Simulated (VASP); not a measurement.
Wanted: the native input for a VASP 6.6.1 run.

| Item | Value |
| --- | --- |
| Task | single point |
| Functional | LDA |
| Potentials or basis | VASP PAW LDA potentials, release 64 (Mg, O) |
| Cutoff | 600 eV |
| k mesh | 15 × 15 × 15 |
| Occupations | fermi-dirac, width 0.05 eV |
| Spin | no spin polarisation |
| Dipole correction | no |
| Further INCAR settings | ALGO = Normal; EDIFF = 1e-06; NBANDS = 11 |

The structure of MgO (rocksalt type) lies in POSCAR:

```
MgO
1.0
    0.0000000000      1.9928686503      1.9928686503
    1.9928686503      0.0000000000      1.9928686503
    1.9928686503      1.9928686503      0.0000000000
Mg O
1 1
Direct
    0.0000000000      0.0000000000      0.0000000000
    0.5000000000      0.5000000000      0.5000000000
```

These files were run (other wordings do the same):

INCAR

```
SYSTEM = MgO
ALGO = Normal ; EDIFF = 1E-6
ENCUT = 600 ; GGA_COMPAT = .False.
ISIF = 2 ; ISMEAR = -1
LASPH = .True. ; LCHARG = .True.
LELF = .True. ; LREAL = .False.
LVHAR = .True. ; LWAVE = .False.
NBANDS = 11 ; NELM = 120
PREC = Accurate ; SIGMA = 0.05
```

KPOINTS

```
k-points
0
Gamma
  15 15 15
  0 0 0
```

Potentials or basis: VASP PAW LDA potentials, release 64 (Mg, O).

Command:

```sh
$ cat potpaw_LDA.64/Mg/POTCAR potpaw_LDA.64/O/POTCAR > POTCAR
$ mpirun -np 1 vasp_std > vasp.out
```

Results of the run:

```
Pressure               : 26.7 GPa
Band gap on the k mesh : 6.45 eV
```

Caveat: the cell stands under pressure; an odd mesh through Γ misses points on the zone boundary, where band edges can lie.

It took 15 s on 1 thread of Intel(R) Xeon(R) Platinum 8259CL CPU @ 2.50GHz (Skylake/Cascade Lake), with other jobs on the host, peak memory 0.14 GiB.
